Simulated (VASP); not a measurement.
# Be in VASP: notebook

Runs on Be. Level: PBE. Tasks: relaxation of cell and atoms, single point.

Everything below comes from runs of VASP 6.6.1. Logs are shortened: lines on timing, memory, paths and dates and some standing lists are left out, and cuts for length are marked.

## 1. The cell of the first run

The structure is tetragonal, space group I4/mmm (No. 139). Conventional cell: a = 2.214 Å, b = 2.214 Å, c = 3.369 Å, α = 90.00°, β = 90.00°, γ = 90.00°. Be (site symmetry 4/mmm) has 12 Be at 2.21 to 2.30 Å within 2.9 Å.

## 2. Relaxation of cell and atoms, PBE

The input, INCAR:

```
  PREC = Accurate
  ENCUT = 600
  EDIFF = 1E-6
  ISMEAR = 0
  SIGMA = 0.1
  LREAL = F
  LASPH = T
  NELM = 100
  ALGO = Normal
  ISIF = 3
  LWAVE = F
  LCHARG = F
  GGA = PE
  IBRION = 2
  NSW = 90
  EDIFFG = -0.04
```

The input, KPOINTS:

```
Automatic mesh
0
Gamma
  10 10 10
```

The input, POSCAR:

```
Be
1.0
   -1.1071936767      1.1071936767      1.6844336601
    1.1071936767     -1.1071936767      1.6844336601
    1.1071936767      1.1071936767     -1.6844336601
Be
1
Direct
    0.0000000000      0.0000000000      0.0000000000
```

Potentials or basis: VASP PAW PBE potentials, release 64 (Be).

The run is started by

```sh
> cat potpaw_PBE.64/Be/POTCAR > POTCAR
> mpirun -np 1 vasp_std > vasp.out
```

OUTCAR:

```text
PREC = Accurate
   ENCUT = 600
   EDIFF = 1E-6
   ISMEAR = 0
   LREAL = F
   LASPH = T
   NELM = 100
   ISIF = 3
   GGA = PE
   IBRION = 2
   NSW = 90
   EDIFFG = -0.04

 ion  position               nearest neighbor table
   1  0.000  0.000  0.000-

  LATTYP: Found a body centered tetragonal cell.
 ALAT       =     2.2143873534
 C/A-ratio  =     1.5213541186

  Lattice vectors:

 A1 = (  -1.1071936767,   1.1071936767,   1.6844336601)
 A2 = (   1.1071936767,  -1.1071936767,   1.6844336601)
 A3 = (   1.1071936767,   1.1071936767,  -1.6844336601)

Analysis of symmetry for initial positions (statically):
=====================================================================
 Subroutine PRICEL returns:
 Original cell was already a primitive cell.

 Routine SETGRP: Setting up the symmetry group for a
 body centered tetragonal supercell.

 Subroutine GETGRP returns: Found 16 space group operations
 (whereof 16 operations were pure point group operations)
 out of a pool of 16 trial point group operations.

The static configuration has the point symmetry D_4h.

Analysis of symmetry for dynamics (positions and initial velocities):
=====================================================================
 Subroutine PRICEL returns:
 Original cell was already a primitive cell.

 Routine SETGRP: Setting up the symmetry group for a
 body centered tetragonal supercell.

 Subroutine GETGRP returns: Found 16 space group operations
 (whereof 16 operations were pure point group operations)
 out of a pool of 16 trial point group operations.

The dynamic configuration has the point symmetry D_4h.

 Subroutine INISYM returns: Found 16 space group operations
 (whereof 16 operations are pure point group operations),
 and found     1 'primitive' translations

----------------------------------------------------------------------------------------

                                     Primitive cell

  volume of cell :       8.2596

  direct lattice vectors                    reciprocal lattice vectors
    -1.107193677  1.107193677  1.684433660     0.000000000  0.451592174  0.296835674
     1.107193677 -1.107193677  1.684433660     0.451592174  0.000000000  0.296835674
     1.107193677  1.107193677 -1.684433660     0.451592174  0.451592174  0.000000000

  length of vectors
     2.299798346  2.299798346  2.299798346     0.540413646  0.540413646  0.638647778

  position of ions in fractional coordinates (direct lattice)
     0.000000000  0.000000000  0.000000000

  ion indices of the primitive-cell ions
   primitive index   ion index
                 1           1

----------------------------------------------------------------------------------------

 KPOINTS: Automatic mesh

Automatic generation of k-mesh.
 Grid dimensions read from file:
 generate k-points for:   10   10   10

 Generating k-lattice:

  Cartesian coordinates                     Fractional coordinates (reciprocal lattice)
     0.000000000  0.045159217  0.029683567     0.100000000  0.000000000  0.000000000
     0.045159217  0.000000000  0.029683567     0.000000000  0.100000000  0.000000000
     0.045159217  0.045159217  0.000000000     0.000000000  0.000000000  0.100000000

  Length of vectors
     0.054041365  0.054041365  0.063864778

  Shift w.r.t. Gamma in fractional coordinates (k-lattice)
     0.000000000  0.000000000  0.000000000

 Subroutine IBZKPT returns following result:
 ===========================================

 Found    102 irreducible k-points:

 Following reciprocal coordinates:
            Coordinates               Weight
  0.000000  0.000000  0.000000      1.000000
  0.100000  0.000000 -0.000000      8.000000
  0.200000  0.000000 -0.000000      8.000000
  0.300000 -0.000000  0.000000      8.000000
  0.400000  0.000000  0.000000      8.000000
  0.500000  0.000000  0.000000      4.000000
[... 16 lines left out ...]
  0.300000  0.300000  0.000000      8.000000
  0.400000  0.300000 -0.000000     16.000000
 [... further k-points ...]
   k-points           NKPTS =    102   k-points in BZ     NKDIM =    102   number of bands    NBANDS=      5
   number of dos      NEDOS =    301   number of ions     NIONS =      1
   total plane-waves  NPLWV =   5832
   dimension x,y,z NGX =    18 NGY =   18 NGZ =   18
   dimension x,y,z NGXF=    36 NGYF=   36 NGZF=   36
   ions per type =               1
   NGX,Y,Z   is equivalent  to a cutoff of  13.01, 13.01, 13.01 a.u.
   NGXF,Y,Z  is equivalent  to a cutoff of  26.02, 26.02, 26.02 a.u.
 SYSTEM =  unknown system
   PREC   = accura    normal or accurate (medium, high low for compatibility)
   ISTART =      0    job   : 0-new  1-cont  2-samecut
   ICHARG =      2    charge: 1-file 2-atom 10-const
   ISPIN  =      1    spin polarized calculation?
   LNONCOLLINEAR =      F non collinear calculations
   LSORBIT =      F    spin-orbit coupling
   LASPH  =      T    aspherical Exc in radial PAW
   ENCUT  =  600.0 eV  44.10 Ry    6.64 a.u.   4.59  4.59  4.59*2*pi/ulx,y,z
   NELM   =    100;   NELMIN=  2; NELMDL= -5     # of ELM steps
   EDIFF  = 0.1E-05   stopping-criterion for ELM
   LREAL  =      F    real-space projection
   EDIFFG = -.4E-01   stopping-criterion for IOM
   NSW    =     90    number of steps for IOM
   IBRION =      2    ionic relax: 0-MD 1-quasi-New 2-CG
   NFREE  =      1    steps in history (QN), initial steepest desc. (CG)
   ISIF   =      3    stress and relaxation
   ISYM   =      2    0-nonsym 1-usesym 2-fastsym
   POTIM  = 0.5000    time-step for ionic-motion
   TEBEG  =    0.0;   TEEND  =   0.0 temperature during run
   PSTRESS=    0.0 pullay stress
   NELECT =       2.0000    total number of electrons
   NUPDOWN=      -1.0000    fix difference up-down
   EMIN   =  10.00;   EMAX   =-10.00  energy-range for DOS
   EFERMI =   0.00;   METHOD = LEGACY
   ISMEAR =     0;   SIGMA  =   0.10  broadening in eV -4-tet -1-fermi 0-gaus
   EFERMI_NEDOS =   21; number of points for ismear=-14 and -15
   IALGO  =     38    algorithm
   IMIX   =      4    mixing-type and parameters
     AMIX     =   0.40;   BMIX     =  1.00
     AMIX_MAG =   1.60;   BMIX_MAG =  1.00
  volume/ion in A,a.u.               =       8.26        55.74
  Fermi-wavevector in a.u.,A,eV,Ry     =   1.020386  1.928250 14.166215  1.041187
  Thomas-Fermi vector in A             =   2.153953
   LORBIT       =      0    0 simple, 1 ext, 2 COOP (PROOUT), +10 PAW based schemes
   GGA     = PE    functional components
   LHFCALC =     F    Hartree Fock is set to
   AEXX    =    0.0000 exact exchange contribution
   IVDW    =     0    specifies the selected vdW correction
   LEPSILON=     F    determine dielectric tensor
   LRPA    =     F    only Hartree local field effects (RPA)
 conjugate gradient relaxation of ions
 non-spin polarized calculation
 Gauss-broadening in eV      SIGMA  =   0.10
  energy-cutoff  :      600.00
  volume of cell :        8.26
 maximum number of plane-waves:       288
   NGX =  9   NGY =  9   NGZ =  9

--------------------------------------- Ionic step        1  -------------------------------------------

 number of electron       2.0000000 magnetization

 Free energy of the ion-electron system (eV)
  ---------------------------------------------------
  ext. energy  EPLUGINS =         0.00000000
  ---------------------------------------------------
  free energy    TOTEN  =        -3.66586170 eV

  energy without entropy =       -3.66584829  energy(sigma->0) =       -3.66585500

------------------------ aborting loop because EDIFF is reached ----------------------------------------

  FORCE on cell =-STRESS in cart. coord.  units (eV):
  Direction    XX          YY          ZZ          XY          YZ          ZX
  --------------------------------------------------------------------------------------
  -------------------------------------------------------------------------------------
  Total       -0.1532024     -0.1532024     -0.5456829      0.0000000      0.0000000      0.0000000
  in kB      -29.7176814    -29.7176814   -105.8497446      0.0000000      0.0000000      0.0000000
  external PRESSURE =     -55.0950358 kB  Pullay stress =       0.0000000 kB
[... 125 lines left out ...]
  energy  without entropy=       -3.6764386210  energy(sigma->0) =       -3.67655704

--------------------------------------- Ionic step        5  -------------------------------------------

 number of electron       2.0000000 magnetization

 Free energy of the ion-electron system (eV)
  ---------------------------------------------------
  ext. energy  EPLUGINS =         0.00000000
  ---------------------------------------------------
  free energy    TOTEN  =        -3.67697504 eV

  energy without entropy =       -3.67653292  energy(sigma->0) =       -3.67675398

 E-fermi :   7.3761     XC(G=0): -10.6312

 val. band max:        7.2994320714   @ k =  -0.4000   0.4000   0.3000
 cond. band min:       7.4178031775   @ k =   0.3000   0.3000   0.2000
 fundamental gap:      0.1183711062
 Fermi energy:         7.3760773519

 k-point     1 :       0.0000    0.0000    0.0000
  band No.  band energies     occupation
      1      -4.3128      2.00000
      2      27.0457      0.00000
      3      27.0457      0.00000
      4      27.0565      0.00000
      5      36.4977      0.00000

 k-point     2 :       0.1000    0.0000   -0.0000
  band No.  band energies     occupation
      1      -3.9806      2.00000
      2      24.5701      0.00000
      3      26.4325      0.00000
      4      26.6232      0.00000
      5      34.9826      0.00000
[... 169 lines left out ...]
 k-point    24 :       0.4000    0.3000   -0.0000
  band No.  band energies     occupation
      1       5.7655      2.00000
      2       8.0543      0.00000
      3      15.6891      0.00000
      4      19.1905      0.00000
      5      28.3419      0.00000

 [... further k-points ...]
[... 5 lines left out ...]
  --------------------------------------------------------------------------------------
  -------------------------------------------------------------------------------------
  Total        0.0274499      0.0274499     -0.0303613      0.0000000      0.0000000      0.0000000
  in kB        5.5978722      5.5978722     -6.1915970      0.0000000      0.0000000      0.0000000
  external PRESSURE =       1.6680491 kB  Pullay stress =       0.0000000 kB
[... 16 lines left out ...]
  FREE ENERGIE OF THE ION-ELECTRON SYSTEM (eV)
  ---------------------------------------------------
  free  energy   TOTEN  =        -3.6769750424 eV

  energy  without entropy=       -3.6765329159  energy(sigma->0) =       -3.67675398

 reached required accuracy - stopping structural energy minimisation
```

It took 4.5 s on 1 thread of Intel Xeon 6975P-C (Granite Rapids), shared host; peak memory 0.11 GiB.

Results:

| Item | Value |
| --- | --- |
| Free energy | -3.6770 eV |
| Relaxed volume | 7.86 Å³/atom |
| Relaxed cell | a = 2.249 Å, b = 2.249 Å, c = 2.249 Å, α = 121.44°, β = 121.44°, γ = 87.52° |
| Space group after relaxing (to 0.05 Å) | I4/mmm (No. 139) |
| Energy gained by relaxing | 11.1 meV/atom |
| Ionic steps | 5 |
| Pressure after relaxing | 0.2 GPa |
| Band gap on the k mesh | zero (band 1 reaches 7.63 eV, above the bottom of band 2 at 7.30 eV) |

The path:
```tsv
step	energy change (eV)	largest force (eV/Å)	pressure (GPa)	volume (Å³)
1	0.0000	0.0000	-5.51	8.26
2	-0.0103	0.0000	-0.88	7.92
3	-0.0108	0.0000	0.43	7.84
4	-0.0108	0.0000	0.57	7.83
5	-0.0111	0.0000	0.17	7.86
```

Final structure:
```xyz
1
Lattice="-1.0997 1.0997 1.6240 1.0997 -1.0997 1.6240 1.0997 1.0997 -1.6240" Properties=species:S:1:pos:R:3 pbc="T T T"
Be    0.0000    0.0000    0.0000
```

Caveat: the k points lie up to 0.40 Å⁻¹ apart in the final cell.

## 3. Relaxation of cell and atoms, PBE

This run uses another cell than the first one, of 7.87 Å³/atom, 0.952 times its volume.

The input, INCAR:

```
SYSTEM = Be
PREC = Accurate
ENCUT = 600
EDIFF = 1E-6
ISMEAR = 0
SIGMA = 0.02
LREAL = .False.
LASPH = .True.
NELM = 80
ALGO = Normal
ISIF = 3
LWAVE = .False.
LCHARG = .False.
GGA = PE
IBRION = 2
NSW = 100
EDIFFG = -0.01
```

The input, KPOINTS:

```
Automatic mesh
0
Gamma
  20 20 20
  0 0 0
```

The input, POSCAR:

```
Be
1.0
    0.0000000000      1.5785127390      1.5785127390
    1.5785127390      0.0000000000      1.5785127390
    1.5785127390      1.5785127390      0.0000000000
Be
1
Direct
    0.0000000000      0.0000000000      0.0000000000
```

Potentials or basis: VASP PAW PBE potentials, release 64 (Be).

The run is started by

```sh
> cat potpaw_PBE.64/Be/POTCAR > POTCAR
> mpirun -np 1 vasp_std > vasp.out
```

Run time: 4.5 s. Hardware: 1 thread of Intel Xeon 6975P-C (Granite Rapids), shared host; peak memory 0.11 GiB.

Results (log left out):

```
Free energy             : -3.6859 eV
Pressure after relaxing : 0.0 GPa
Band gap on the k mesh  : zero (band 1 reaches 8.53 eV, above the bottom of band 2 at 7.52 eV)
```

Final structure:
```yaml
crystal:
  lattice:
    - [0.00000, 1.57851, 1.57851]
    - [1.57851, 0.00000, 1.57851]
    - [1.57851, 1.57851, 0.00000]
  atoms:
    - { symbol: Be, position: [0.00000, 0.00000, 0.00000] }
```

Levels at points of the mesh, in eV from the Fermi level:
```csv
k point,band 1,band 2,band 3,band 4,band 5
"(0.00, 0.00, 0.00)",-11.84,19.50,19.50,19.50,29.18
"(0.50, 0.00, 0.00)",-5.25,0.06,16.56,16.56,26.32
"(0.50, 0.50, 0.00)",-2.62,3.89,9.59,9.59,15.23
```

Caveat: the relaxation stopped at its first step, so nothing moved.

## 4. Relaxation of cell and atoms, PBE

This run uses another cell than the first one, of 7.86 Å³/atom, 0.951 times its volume.

The input, INCAR:

```
PREC = Accurate
ENCUT = 600
EDIFF = 1E-7
ISMEAR = 0
SIGMA = 0.1
LREAL = F
LASPH = T
NELM = 80
ALGO = Normal
ISIF = 3
LWAVE = F
LCHARG = F
GGA = PE
IBRION = 2
NSW = 100
EDIFFG = -0.01
```

The input, KPOINTS:

```
regular mesh
0
Gamma
  22 22 22
```

The input, POSCAR:

```
Be
1.0
    0.0000000000      1.5779192498      1.5779192498
    1.5779192498      0.0000000000      1.5779192498
    1.5779192498      1.5779192498      0.0000000000
Be
1
Direct
    0.0000000000      0.0000000000      0.0000000000
```

Potentials or basis: VASP PAW PBE potentials, release 64 (Be).

The run is started by

```sh
> cat potpaw_PBE.64/Be/POTCAR > POTCAR
> mpirun -np 1 vasp_std > vasp.out
```

OUTCAR:

```text
PREC = Accurate
   ENCUT = 600
   EDIFF = 1E-7
   ISMEAR = 0
   LREAL = F
   LASPH = T
   NELM = 80
   ISIF = 3
   GGA = PE
   IBRION = 2
   NSW = 100
   EDIFFG = -0.01

 ion  position               nearest neighbor table
   1  0.000  0.000  0.000-

  LATTYP: Found a face centered cubic cell.
 ALAT       =     3.1558384996

  Lattice vectors:

 A1 = (   0.0000000000,   1.5779192498,   1.5779192498)
 A2 = (   1.5779192498,   0.0000000000,   1.5779192498)
 A3 = (   1.5779192498,   1.5779192498,   0.0000000000)

Analysis of symmetry for initial positions (statically):
=====================================================================
 Subroutine PRICEL returns:
 Original cell was already a primitive cell.

 Routine SETGRP: Setting up the symmetry group for a
 face centered cubic supercell.

 Subroutine GETGRP returns: Found 48 space group operations
 (whereof 48 operations were pure point group operations)
 out of a pool of 48 trial point group operations.

The static configuration has the point symmetry O_h .

Analysis of symmetry for dynamics (positions and initial velocities):
=====================================================================
[... 198 lines left out ...]
  ---------------------------------------------------
  free energy    TOTEN  =        -3.68699171 eV

  energy without entropy =       -3.68659488  energy(sigma->0) =       -3.68679330

 E-fermi :   7.6130     XC(G=0): -10.6208

 val. band max:        7.5578074326   @ k =   0.5000   0.0000   0.0000
 cond. band min:       7.6224296692   @ k =  -0.4545   0.0909   0.0455
 fundamental gap:      0.0646222366
 Fermi energy:         7.6129608640

 k-point     1 :       0.0000    0.0000    0.0000
  band No.  band energies     occupation
      1      -4.3213      2.00000
      2      26.9753      0.00000
      3      26.9753      0.00000
      4      26.9753      0.00000
      5      36.6468      0.00000
[... 177 lines left out ...]
 k-point    24 :      -0.4545    0.0455    0.0000
  band No.  band energies     occupation
      1       2.1510      2.00000
      2       7.8400      0.00132
      3      23.5878      0.00000
      4      23.9582      0.00000
      5      32.4320      0.00000

 [... further k-points ...]
[... 5 lines left out ...]
  --------------------------------------------------------------------------------------
  -------------------------------------------------------------------------------------
  Total        0.0026792      0.0026792      0.0026792     -0.0000000     -0.0000000     -0.0000000
  in kB        0.5446870      0.5446870      0.5446870     -0.0000000     -0.0000000     -0.0000000
  external PRESSURE =       0.5446870 kB  Pullay stress =       0.0000000 kB

 VOLUME and BASIS-vectors are now :
 -----------------------------------------------------------------------------
  energy-cutoff  :      600.00
  volume of cell :        7.88
      direct lattice vectors                 reciprocal lattice vectors
    -0.000000000  1.579472051  1.579472051    -0.316561474  0.316561474  0.316561474
     1.579472051 -0.000000000  1.579472051     0.316561474 -0.316561474  0.316561474
     1.579472051  1.579472051 -0.000000000     0.316561474  0.316561474 -0.316561474

 POSITION                                       TOTAL-FORCE (eV/Angst)
 -----------------------------------------------------------------------------------
      0.00000      0.00000      0.00000         0.000000      0.000000      0.000000
 -----------------------------------------------------------------------------------
    total drift:                                0.000000     -0.000000      0.000000

  FREE ENERGIE OF THE ION-ELECTRON SYSTEM (eV)
  ---------------------------------------------------
  free  energy   TOTEN  =        -3.6869917143 eV

  energy  without entropy=       -3.6865948801  energy(sigma->0) =       -3.68679330

 reached required accuracy - stopping structural energy minimisation
```

OSZICAR:

```text
N       E                     dE             d eps       ncg     rms          rms(c)
DAV:   1    -0.149618842519E+01   -0.14962E+01   -0.12452E+03  3480   0.369E+02
DAV:   2    -0.370717916522E+01   -0.22110E+01   -0.19672E+01  4460   0.415E+01
DAV:   3    -0.371764227804E+01   -0.10463E-01   -0.10463E-01  3890   0.246E+00
DAV:   4    -0.371764760071E+01   -0.53227E-05   -0.53237E-05  4675   0.575E-02
DAV:   5    -0.371764760280E+01   -0.20864E-08   -0.15453E-08  3850   0.509E-04    0.789E-01
DAV:   6    -0.369554246652E+01    0.22105E-01   -0.26627E-03  3460   0.714E-01    0.485E-01
DAV:   7    -0.368696028242E+01    0.85822E-02   -0.24881E-03  3430   0.722E-01    0.257E-02
DAV:   8    -0.368695917037E+01    0.11120E-05   -0.18944E-06  3675   0.119E-02    0.636E-03
DAV:   9    -0.368695933193E+01   -0.16156E-06   -0.15597E-06  3980   0.134E-02    0.107E-03
DAV:  10    -0.368695902633E+01    0.30560E-06   -0.18571E-08  2430   0.162E-03    0.372E-04
DAV:  11    -0.368695890301E+01    0.12332E-06   -0.55143E-09  1755   0.669E-04    0.637E-06
DAV:  12    -0.368695890530E+01   -0.22952E-08   -0.25877E-10  1665   0.259E-04
   1 F= -.36869589E+01 E0= -.36867628E+01  d E =-.368696E+01
       N       E                     dE             d eps       ncg     rms          rms(c)
DAV:   1    -0.368699346469E+01   -0.34562E-04   -0.11212E-04  3370   0.120E-01    0.434E-03
DAV:   2    -0.368699265656E+01    0.80813E-06   -0.99520E-08  4125   0.438E-03    0.273E-03
DAV:   3    -0.368699170384E+01    0.95273E-06   -0.12470E-07  3450   0.585E-03    0.109E-04
DAV:   4    -0.368699171429E+01   -0.10451E-07   -0.81970E-10  1655   0.407E-04
   2 F= -.36869917E+01 E0= -.36867933E+01  d E =-.328090E-04
```

CONTCAR:

```text
Be
   1.00000000000000
    -0.0000000000000000    1.5794720510990163    1.5794720510990163
     1.5794720510990163   -0.0000000000000000    1.5794720510990163
     1.5794720510990163    1.5794720510990163   -0.0000000000000000
  Be
     1
Direct
     0.0000000000000000    0.0000000000000000    0.0000000000000000

  0.00000000E+00  0.00000000E+00  0.00000000E+00
```

Run time: 7.6 s. Hardware: 1 thread of Intel Xeon 6975P-C (Granite Rapids), shared host; peak memory 0.12 GiB.

Results:

| Quantity | Value |
| --- | --- |
| Free energy | -3.6870 eV |
| Relaxed volume | 7.88 Å³/atom |
| Relaxed cell | a = 2.234 Å, b = 2.234 Å, c = 2.234 Å, α = 60.00°, β = 60.00°, γ = 60.00° |
| Space group after relaxing (to 0.05 Å) | Fm-3m (No. 225) |
| Energy gained by relaxing | 0.0 meV/atom |
| Ionic steps | 2 |
| Pressure after relaxing | 0.1 GPa |
| Band gap on the k mesh | zero (band 1 reaches 8.00 eV, above the bottom of band 2 at 7.30 eV) |

Final structure:
```
Be
1.0
     0.00000    1.57947    1.57947
     1.57947    0.00000    1.57947
     1.57947    1.57947    0.00000
Be
1
Direct
  0.00000 0.00000 0.00000
```

(Part 1 of 2 ends here.)
